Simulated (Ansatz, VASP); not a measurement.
## One calculation of HfB2, two programs

```xyz
3
Lattice="3.2342 0.0000 0.0000 -1.6171 2.8009 0.0000 0.0000 0.0000 3.4800" Properties=species:S:1:pos:R:3 pbc="T T T"
Hf    0.0000    0.0000    0.0000
B     0.0000    1.8673    1.7400
B     1.6171    0.9336    1.7400
```

Change from the starting cell: equal xx and yy strain of +3 %.

Alike in both runs: task single point; functional PBE; k mesh 13 × 13 × 11; occupations fermi-dirac, width 0.05 eV; no spin polarisation.

|  | VASP | Ansatz |
| --- | --- | --- |
| version | VASP 6.6.1 | Ansatz 0.2.0 |
| potentials or method | VASP PAW PBE potentials, release 64 (Hf_pv, B), cutoff 500 eV | all-electron LAPW, scalar-relativistic |

```tsv
	VASP	Ansatz	Ansatz less VASP
pressure (GPa)	-13.0	-12.5	+0.50
traceless stress, the component that is largest in VASP (GPa)	7.39	7.31	-0.073
```

Ansatz ran all-electron here, and VASP with PAW potentials.

Spin-orbit coupling is off throughout.
